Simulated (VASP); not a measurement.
# WSe2 (P-6m2) in VASP: G0W0 quasiparticle levels with LDA

Aim: the G0W0 quasiparticle levels of WSe2 with LDA.

Program: VASP 6.6.1. These are calculated values, not measurements. Logs are shortened: lines on timing, memory, paths and dates and some standing lists are left out, and cuts for length are marked.

## (1) The cell of the first run

Symmetry: P-6m2, No. 187, hexagonal system. Conventional cell: a = 3.297 Å, b = 3.297 Å, c = 7.184 Å, α = 90.00°, β = 90.00°, γ = 120.00°. Within 3.3 Å of W (site symmetry -6m2) lie 6 Se at 2.53 Å and 6 W at 3.30 Å. Se (site symmetry 3m) has 3 W at 2.53 Å and 7 Se at 3.30 to 3.33 Å within 3.4 Å.

## (2) G0W0 quasiparticle levels, LDA

File POSCAR:

```
WSe2
1.0
    3.2972133755      0.0000000000      0.0000000000
   -1.6486066877      2.8554705449      0.0000000000
    0.0000000000      0.0000000000      7.1842732350
W Se
1 2
Direct
    0.0000000000      0.0000000000      0.0000000000
    0.3333333333      0.6666666667      0.2319179705
    0.3333333333      0.6666666667      0.7680820295
```

File INCAR.step1:

```
SYSTEM = WSe2
PREC = Accurate
ENCUT = 500
EDIFF = 1E-8
ISMEAR = 0
SIGMA = 0.01
LREAL = .False.
LASPH = .True.
NELM = 100
ALGO = Normal
LWAVE = .True.
LCHARG = .False.
```

File INCAR.step2:

```
SYSTEM = WSe2
PREC = Accurate
ENCUT = 500
EDIFF = 1E-8
ISMEAR = 0
SIGMA = 0.01
LREAL = .False.
LASPH = .True.
NELM = 1
ALGO = Exact
LWAVE = .True.
LCHARG = .False.
NBANDS = 73
LOPTICS = .True.
ISTART = 1
```

File INCAR.step3:

```
SYSTEM = WSe2
PREC = Accurate
ENCUT = 500
EDIFF = 1E-8
ISMEAR = 0
SIGMA = 0.01
LREAL = .False.
LASPH = .True.
ALGO = EVGW0
LWAVE = .False.
LCHARG = .False.
NELMGW = 1
NBANDS = 73
ENCUTGW = 80.0
NOMEGA = 96
PRECFOCK = Fast
ISTART = 1
NBANDSGW = 21
OMEGAMAX = 30
```

File KPOINTS:

```
regular mesh
0
Gamma
  6 6 2
  0 0 0
```

Potentials or basis: VASP PAW LDA potentials, release 64 (W_sv_GW, Se_GW).

Started as:

```console
> cat potpaw_LDA.64/W_sv_GW/POTCAR potpaw_LDA.64/Se_GW/POTCAR > POTCAR
> cp INCAR.step1 INCAR
> mpirun -np 1 vasp_std > vasp.out
> cp INCAR.step2 INCAR
> mpirun -np 1 vasp_std > vasp.out
> cp INCAR.step3 INCAR
> mpirun -np 1 vasp_std > vasp.out
```

OUTCAR:

```text
SYSTEM = WSe2
   PREC = Accurate
   ENCUT = 500
   EDIFF = 1E-8
   ISMEAR = 0
   LREAL = .False.
   LASPH = .True.
   NELMGW = 1
   ENCUTGW = 80.0
   PRECFOCK = Fast
   ISTART = 1

 ion  position               nearest neighbor table
   1  0.000  0.000  0.000-   2 2.53   3 2.53   2 2.53   3 2.53   2 2.53   3 2.53
   2  0.333  0.667  0.232-   1 2.53   1 2.53   1 2.53
   3  0.333  0.667  0.768-   1 2.53   1 2.53   1 2.53

  LATTYP: Found a hexagonal cell.
 ALAT       =     3.2972133755
 C/A-ratio  =     2.1788924212

  Lattice vectors:

 A1 = (   3.2972133755,   0.0000000000,   0.0000000000)
 A2 = (  -1.6486066877,   2.8554705449,   0.0000000000)
 A3 = (   0.0000000000,   0.0000000000,   7.1842732350)

Analysis of symmetry for initial positions (statically):
=====================================================================
 Subroutine PRICEL returns:
 Original cell was already a primitive cell.

 Routine SETGRP: Setting up the symmetry group for a
 hexagonal supercell.

 Subroutine GETGRP returns: Found 12 space group operations
 (whereof 12 operations were pure point group operations)
 out of a pool of 24 trial point group operations.

The static configuration has the point symmetry D_3h.

Analysis of symmetry for dynamics (positions and initial velocities):
=====================================================================
 Subroutine PRICEL returns:
 Original cell was already a primitive cell.

 Routine SETGRP: Setting up the symmetry group for a
 hexagonal supercell.

 Subroutine GETGRP returns: Found 12 space group operations
 (whereof 12 operations were pure point group operations)
 out of a pool of 24 trial point group operations.

The dynamic configuration has the point symmetry D_3h.

 Subroutine INISYM returns: Found 12 space group operations
 (whereof 12 operations are pure point group operations),
 and found     1 'primitive' translations

----------------------------------------------------------------------------------------

                                     Primitive cell

  volume of cell :      67.6406

  direct lattice vectors                    reciprocal lattice vectors
     3.297213376  0.000000000  0.000000000     0.303286408  0.175102489  0.000000000
    -1.648606688  2.855470545  0.000000000     0.000000000  0.350204978  0.000000000
     0.000000000  0.000000000  7.184273235     0.000000000  0.000000000  0.139192924

[... 44 lines left out ...]
  0.333333 -0.000000  0.000000      6.000000
  0.500000  0.000000  0.000000      3.000000
  0.166667  0.166667  0.000000      6.000000
  0.333333  0.166667  0.000000     12.000000
  0.333333  0.333333  0.000000      2.000000
  0.000000  0.000000  0.500000      1.000000
  0.166667 -0.000000  0.500000      6.000000
  0.333333 -0.000000  0.500000      6.000000
  0.500000  0.000000  0.500000      3.000000
  0.166667  0.166667  0.500000      6.000000
  0.333333  0.166667  0.500000     12.000000
  0.333333  0.333333  0.500000      2.000000
   k-points           NKPTS =     14   k-points in BZ     NKDIM =     72   number of bands    NBANDS=     73
   number of dos      NEDOS =    301   number of ions     NIONS =      3
   total plane-waves  NPLWV =  31104
   dimension x,y,z NGX =    24 NGY =   24 NGZ =   54
   dimension x,y,z NGXF=    48 NGYF=   48 NGZF=  108
   ions per type =               1   2
   NGX,Y,Z   is equivalent  to a cutoff of  12.10, 12.10, 12.50 a.u.
   NGXF,Y,Z  is equivalent  to a cutoff of  24.20, 24.20, 24.99 a.u.
 SYSTEM =  WSe2
   PREC   = accura    normal or accurate (medium, high low for compatibility)
   ISTART =      1    job   : 0-new  1-cont  2-samecut
   ICHARG =      0    charge: 1-file 2-atom 10-const
   ISPIN  =      1    spin polarized calculation?
   LNONCOLLINEAR =      F non collinear calculations
   LSORBIT =      F    spin-orbit coupling
   LASPH  =      T    aspherical Exc in radial PAW
   ENCUT  =  500.0 eV  36.75 Ry    6.06 a.u.   6.01  6.01 13.10*2*pi/ulx,y,z
   NELM   =     60;   NELMIN=  2; NELMDL=  0     # of ELM steps
   EDIFF  = 0.1E-07   stopping-criterion for ELM
   LREAL  =      F    real-space projection
   EDIFFG = 0.1E-06   stopping-criterion for IOM
   NSW    =      0    number of steps for IOM
   IBRION =     -1    ionic relax: 0-MD 1-quasi-New 2-CG
   NFREE  =      0    steps in history (QN), initial steepest desc. (CG)
   ISIF   =      0    stress and relaxation
   ISYM   =      3    0-nonsym 1-usesym 2-fastsym
   POTIM  = 0.5000    time-step for ionic-motion
   TEBEG  =    0.0;   TEEND  =   0.0 temperature during run
   PSTRESS=    0.0 pullay stress
   NELECT =      26.0000    total number of electrons
   NUPDOWN=      -1.0000    fix difference up-down
   EMIN   =  10.00;   EMAX   =-10.00  energy-range for DOS
   EFERMI =   0.00;   METHOD = LEGACY
   ISMEAR =     0;   SIGMA  =   0.01  broadening in eV -4-tet -1-fermi 0-gaus
   EFERMI_NEDOS =   21; number of points for ismear=-14 and -15
   IALGO  =     38    algorithm
   IMIX   =      4    mixing-type and parameters
     AMIX     =   0.40;   BMIX     =  1.00
     AMIX_MAG =   1.60;   BMIX_MAG =  1.00
  volume/ion in A,a.u.               =      22.55       152.15
  Fermi-wavevector in a.u.,A,eV,Ry     =   1.190319  2.249377 19.277546  1.416860
  Thomas-Fermi vector in A             =   2.326407
   LORBIT       =      0    0 simple, 1 ext, 2 COOP (PROOUT), +10 PAW based schemes
   GGA     = CA    functional components
   LHFCALC =     T    Hartree Fock is set to
   PRECFOCK=fast      Normal, Fast or Accurate (Low or Medium for compatibility)
   ENCUT4O =  -1.0   cutoff for four orbital integrals eV
   NKREDX  =     1    reduce k-point grid by
   NKREDY  =     1    reduce k-point grid by
   NKREDZ  =     1    reduce k-point grid by
   AEXX    =    1.0000 exact exchange contribution
   HFSCREEN=    0.0000 screening length (either q_TF or 0.3 A-1)
   HFSCREENC=   0.0000 screening length for correlation (either q_TF or 0.3 A-1)
   ENCUTFOCK=  -1.0 apply spherical cutoff to Coloumb kernel
   IVDW    =     0    specifies the selected vdW correction
   LEPSILON=     F    determine dielectric tensor
   LRPA    =     F    only Hartree local field effects (RPA)
   LRPAFORCE           =     F    calculate RPA forces
   ENCUTGW             =  80.0    cutoff for response function in eV
   ENCUTGWSOFT         =  64.0    soft cutoff for Coulomb kernel in GW response function in eV
   ENCUTLF             =  -1.0    cutoff for local field effects
   NELMGW              =     1    number of iterations in solving QP/BSE equation
   NELMHF              =     1    number of iterations in the inner HF iteration
   NKREDLFX            =     1    NKREDLFY  =   1   NKREDLFZ  =   1
 non-spin polarized calculation
 Gauss-broadening in eV      SIGMA  =   0.01
  energy-cutoff  :      500.00
  volume of cell :       67.64
 maximum number of plane-waves:      1746
  NGX = 14; NGY = 14; NGZ = 30
   NGX = 13   NGY = 13   NGZ = 27
 maximum number of plane-waves:       118
 NGX is ok and might be reduce to    10

 QP shifts <psi_nk| G(iteration)W_0 |psi_nk>: iteration 1
 for sc-GW calculations column KS-energies equals QP-energies in previous step
 and V_xc(KS)=  KS-energies - (<T + V_ion + V_H > + <T+V_H+V_ion>^1  + <V_x>^1)

 k-point   1 :       0.0000    0.0000    0.0000
  band No.  KS-energies  QP-energies   sigma(KS)   V_xc(KS)     V^pw_x(r,r')   Z            occupation Imag(sigma)

      1     -68.5586     -69.7507     -24.6391     -22.3864     -38.6216       0.5292       2.0000       1.4901
      2     -33.0619     -33.7662     -22.5401     -21.3948     -31.8408       0.6149       2.0000       0.9469
      3     -32.9245     -33.5760     -22.5605     -21.5040     -31.7247       0.6166       2.0000       0.6718
      4     -32.9245     -33.5760     -22.5605     -21.5040     -31.7247       0.6166       2.0000       0.6718
      5      -9.7959      -9.6789     -12.7367     -12.9164     -20.4185       0.6510       2.0000       1.2855
      6      -8.4184      -8.3432     -13.0923     -13.2050     -20.1509       0.6672       2.0000       1.0496
[... 338 lines left out ...]
     20      12.6163      13.0016      -7.3742      -7.8610      -3.1242       0.7915       0.0000      -0.1861
     21      14.7059      15.2303      -8.7215      -9.3932      -3.8925       0.7807       0.0000      -0.3975
```

Wall time 17 min (1 thread of Intel Xeon 8259CL, shared host); peak memory 1.1 GiB.

What came out:

- Quasiparticle gap: 1.64 eV
- Least direct quasiparticle gap: 2.06 eV
- Band gap of the starting levels on the mesh: 1.30 eV
- Least direct gap of the starting levels on the mesh: 1.54 eV

Caveat: the k points lie up to 0.44 Å⁻¹ apart; bands, screening cutoff and mesh are small and nothing is extrapolated, so the quasiparticle values aren't converged; spin-orbit coupling is left out, which moves the levels of the heavy elements.
